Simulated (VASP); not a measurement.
Wanted: the native input for a VASP 6.6.1 run.

| Quantity | Value |
| --- | --- |
| Task | single point |
| Functional | PBE |
| Potentials or basis | VASP PAW PBE potentials, release 64 (B, N) |
| Cutoff | 520 eV |
| k mesh | 12 × 12 × 12 |
| Occupations | gaussian, width 0.02 eV |
| Spin | no spin polarisation |
| Dipole correction | no |
| Further INCAR settings | ALGO = Normal; EDIFF = 1e-06; NBANDS = 11 |

The structure of BN lies in POSCAR:

```
BN
1.0
    0.0000000000      1.8120401095      1.8120401095
    1.8120401095      0.0000000000      1.8120401095
    1.8120401095      1.8120401095      0.0000000000
B N
1 1
Direct
    0.0000000000      0.0000000000      0.0000000000
    0.7500000000      0.7500000000      0.7500000000
```

This cell differs from its parent crystal: strained.

The input as run:

INCAR

```
ALGO = Normal
EDIFF = 1E-6
ENCUT = 520
GGA = PE
ISIF = 2
ISMEAR = 0
LASPH = True
LCHARG = False
LREAL = False
LWAVE = False
NBANDS = 11
NELM = 60
PREC = Accurate
SIGMA = 0.02
```

KPOINTS

```
k-points
0
Gamma
  12 12 12
```

Potentials or basis: VASP PAW PBE potentials, release 64 (B, N).

Command:

```console
$ cat potpaw_PBE.64/B/POTCAR potpaw_PBE.64/N/POTCAR > POTCAR
$ mpirun -np 1 vasp_std > vasp.out
```

Results of the run:

The pressure is 0.4 GPa and the band gap on the k mesh is 4.45 eV, indirect (least direct gap 8.78 eV).

Caveat: the cell differs from its parent crystal (strained).

Run time: 12 s on 1 thread of Intel Xeon 8259CL, with other jobs on the host, peak memory 0.12 GiB.
